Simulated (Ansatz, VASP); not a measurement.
# Two plane-wave programs on Re

File INCAR:

```
  PREC = Accurate
  ENCUT = 600
  EDIFF = 1E-7
  ISMEAR = -1
  SIGMA = 0.08
  LREAL = False
  LASPH = True
  NELM = 80
  ALGO = Normal
  ISIF = 3
  LWAVE = False
  LCHARG = False
  GGA = PE
  IBRION = 2
  NSW = 60
  EDIFFG = -0.005
```

File KPOINTS:

```
regular mesh
0
Gamma
  17 17 17
```

The input POSCAR:

```
Re
1.0
    0.0000000000      1.9554744261      1.9554744261
    1.9554744261      0.0000000000      1.9554744261
    1.9554744261      1.9554744261      0.0000000000
Re
1
Direct
    0.0000000000      0.0000000000      0.0000000000
```

Input for Ansatz:

```yaml
crystal:
  lattice:
    - [0.0, 1.9554744261, 1.9554744261]
    - [1.9554744261, 0.0, 1.9554744261]
    - [1.9554744261, 1.9554744261, 0.0]
  atoms:
    - { symbol: Re, position: [0.0, 0.0, 0.0] }
kpoints:
  mp_grid: { grid: [17, 17, 17] }
scf:
  occupations: { method: fermi_dirac, width: 0.08 }
hamiltonian:
  xc: pbe
  pseudopotentials: { kind: paw }
output:
  forces: true
  stress: true
relax:
  f_tol: 0.005
  max_steps: 40
  cell: {}
```

Alike in both runs: task relaxation of cell and atoms; functional PBE; k mesh 17 × 17 × 17; occupations fermi-dirac, width 0.08 eV; no spin polarisation.

|  | VASP | Ansatz |
| --- | --- | --- |
| version | VASP 6.6.1 | Ansatz 0.2.0 |
| potentials or method | VASP PAW PBE potentials, release 64 (Re) | PAW with Ansatz's default frozen-core files, scalar-relativistic |
| plane-wave cutoff (eV) | 600 | 420 |
| valence electrons in the cell | 7 | 15 |

VASP gave:

```
relaxed volume (Å³/atom)                                     : 14.98
relaxed cell length with the largest relative difference (Å) : 2.767
```

Problem. What did Ansatz give for the same quantities?

Solution. Relaxed volume (Å³/atom): 15.00; relaxed cell length with the largest relative difference (Å): 2.768.

VASP's potentials hold 7 valence electrons a cell and Ansatz's 15, so a difference there can come from the potentials and not from the codes.

Spin-orbit coupling is off throughout.
